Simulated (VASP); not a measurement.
The system is InP.

```
In P
1.0
     0.00000    2.93050    2.93050
     2.93050    0.00000    2.93050
     2.93050    2.93050    0.00000
In P
1 1
Direct
  0.00000 0.00000 0.00000
  0.75000 0.75000 0.75000
```

Base run:

| Quantity | Value |
| --- | --- |
| Program | VASP 6.6.1 |
| Functional | PBEsol |
| Potentials or basis | VASP PAW PBE potentials, release 64 (In_d, P) |
| Cutoff | 520 eV |
| k mesh | 6 × 6 × 6 |
| Occupations | fermi-dirac, width 0.05 eV |
| Spin | non-collinear spin, zero start, spin-orbit coupling |
| Starting moments | [[0.0, 0.0, 0.0], [0.0, 0.0, 0.0]] μB |

Its results: pressure 0.5 GPa; net moment 0.00 μB per cell.

Question: The run is repeated on the same cell with these changes: functional from PBEsol to PBE. What comes out?

Answer: Pressure 3.2 GPa; net moment 0.00 μB per cell.

PBE binds less tightly than PBEsol, so the same cell stands under more pressure.

Caveats: the PAW data sets were made with another functional, which shifts forces and pressure a little (at least some runs); the cell stands under pressure (at least some runs).
